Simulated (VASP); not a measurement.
Sn:

```
Sn
1.0
    -1.90093    1.90093    1.90093
     1.90093   -1.90093    1.90093
     1.90093    1.90093   -1.90093
Sn
1
Direct
  0.00000 0.00000 0.00000
```

Base run:

- Program: VASP 6.6.1
- Functional: PBE
- Potentials or basis: VASP PAW PBE potentials, release 64 (Sn_d)
- Cutoff: 520 eV
- k mesh: 8 × 8 × 8
- Occupations: gaussian, width 0.05 eV
- Spin: non-collinear spin, zero start, spin-orbit coupling
- Starting moments: [[0.0, 0.0, 0.0]] μB

Its results: pressure 0.8 GPa; net moment 0.00 μB per cell.

Question: The run is repeated on the same cell with these changes: k mesh from 8 × 8 × 8 to 10 × 10 × 10; further incar settings from ALGO = Normal; EDIFF = 1e-06; NBANDS = 25 to ALGO = Normal; EDIFF = 1e-07; NBANDS = 25. What comes out?

Answer: Pressure 0.0 GPa; net moment 0.00 μB per cell.
